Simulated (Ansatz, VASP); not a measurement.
# One calculation of CsCdCl3, two programs

```xyz
5
Lattice="5.1122 0.0000 0.0000 0.0000 5.1122 0.0000 0.0000 0.0000 5.1122" Properties=species:S:1:pos:R:3 pbc="T T T"
Cs    0.0000    0.0000    0.0000
Cd    2.5561    2.5561    2.5561
Cl    0.0000    2.5561    2.5561
Cl    2.5561    0.0000    2.5561
Cl    2.5561    2.5561    0.0000
```

Alike in both runs: task single point; functional LDA; k mesh 6 × 6 × 6; occupations gaussian, width 0.02 eV; no spin polarisation.

|  | VASP | Ansatz |
| --- | --- | --- |
| version | VASP 6.6.1 | Ansatz 0.2.0 |
| potentials or method | VASP PAW LDA potentials, release 64 (Cs_sv, Cd, Cl), cutoff 520 eV | scalar-relativistic, plane waves, PAW |
| valence electrons in the cell | 42 | 50 |

Ansatz gave:

* gap on the k mesh at the Fermi level (eV): 1.59
* least direct gap on the mesh (eV): 2.32
* pressure (GPa): 0.0

Problem. Which values does VASP return?

Solution. gap on the k mesh at the Fermi level (eV): 1.62; least direct gap on the mesh (eV): 2.34; pressure (GPa): 0.3.

LDA's correlation is that of Perdew and Zunger in VASP and of Perdew and Wang (1992) in Ansatz. VASP's potentials hold 42 valence electrons a cell and Ansatz's 50, so a difference there can come from the potentials and not from the codes.

Spin-orbit coupling is off throughout.
